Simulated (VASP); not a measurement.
Ge:

```
Ge
1.0
     3.99759    0.00000    0.00000
    -1.99879    3.46201    0.00000
     0.00000    0.00000    6.59938
Ge
4
Cartesian
  1.9988 1.1540 0.4151
  0.0000 2.3080 3.7148
  1.9988 1.1540 2.8846
  0.0000 2.3080 6.1843
```

This isn't the form of Ge at room conditions, which is diamond.

* Program: VASP 6.6.1
* Task: relaxation of cell and atoms
* Functional: LDA
* Potentials or basis: VASP PAW LDA potentials, release 64 (Ge_d)
* Cutoff: 500 eV
* k mesh: 12 × 12 × 6
* Occupations: gaussian, width 0.01 eV
* Spin: no spin polarisation

At the start: pressure -1.9 GPa; volume 22.83 Å³/atom.

Question: Where does the relaxation end?

Answer: Over 3 steps the energy falls by 3.9 meV/atom and the volume is 22.20 Å³/atom (-2.8 %); space group P6_3/mmc (No. 194, to 0.1 Å) before and after.

The path:
| step | energy change (eV) | largest force (eV/Å) | pressure (GPa) | volume (Å³) |
| --- | --- | --- | --- | --- |
| 1 | 0.0000 | 0.0075 | -1.94 | 91.33 |
| 2 | -0.0125 | 0.0084 | 0.93 | 87.72 |
| 3 | -0.0155 | 0.0025 | -0.02 | 88.81 |

Final structure:
```yaml
crystal:
  lattice:
    - [3.96093, 0.00000, 0.00000]
    - [-1.98046, 3.43026, 0.00000]
    - [0.00000, 0.00000, 6.53650]
  atoms:
    - { symbol: Ge, position: [0.66667, 0.33333, 0.06286] }
    - { symbol: Ge, position: [0.33333, 0.66667, 0.56286] }
    - { symbol: Ge, position: [0.66667, 0.33333, 0.43714] }
    - { symbol: Ge, position: [0.33333, 0.66667, 0.93714] }
```
